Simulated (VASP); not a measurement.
Here is a VASP 6.6.1 calculation.

File POSCAR:

```
MgO
1.0
    0.0000000000      2.1008996650      2.1008996650
    2.1008996650      0.0000000000      2.1008996650
    2.1008996650      2.1008996650      0.0000000000
Mg O
1 1
Direct
    0.0000000000      0.0000000000      0.0000000000
    0.5000000000      0.5000000000      0.5000000000
```

INCAR.step1

```
  ALGO = Normal
  EDIFF = 1E-5
  ENCUT = 660
  GGA = PE
  GGA_COMPAT = F
  ISMEAR = 0
  LASPH = T
  LCHARG = F
  LREAL = F
  LWAVE = T
  NBANDS = 11
  NELM = 120
  PREC = Accurate
  SIGMA = 0.05
```

The input INCAR.step2:

```
  ALGO = Normal
  EDIFF = 1E-6
  ENCUT = 660
  GGA_COMPAT = F
  ISIF = 2
  ISMEAR = 0
  ISTART = 1
  LASPH = T
  LCHARG = T
  LELF = T
  LMIXTAU = T
  LREAL = F
  LVHAR = T
  LWAVE = F
  METAGGA = R2SCAN
  NBANDS = 11
  NELM = 120
  PREC = Accurate
  SIGMA = 0.05
```

KPOINTS

```
k-points
0
Gamma
  8 8 8
```

Potentials or basis: VASP PAW PBE potentials, release 64 (Mg, O).

Command:

```bash
$ cat potpaw_PBE.64/Mg/POTCAR potpaw_PBE.64/O/POTCAR > POTCAR
$ cp INCAR.step1 INCAR
$ mpirun -np 1 vasp_std > vasp.out
$ cp INCAR.step2 INCAR
$ mpirun -np 1 vasp_std > vasp.out
```

Problem. What does it give for the band gap on the k mesh?

Solution. 5.68 eV, direct.

Problem. Predict the pressure.

Solution. -1.1 GPa.

Caveat: the PAW data sets were made with another functional, which shifts forces and pressure a little.

**Experimental background.**

From “Electronic structure of alkaline earth and post-transition metal oxides”, 2009, arxiv:0908.1581, for a bulk crystal of MgO: band gap 7.83 eV.

A measured gap of MgO is 7.83 eV (quoted in “Electronic structure of alkaline earth and post-transition metal oxides”, 2009, arxiv:0908.1581); the calculated 5.68 eV misses it by -2.15 eV. The value is that of r2SCAN, without temperature or zero-point motion.
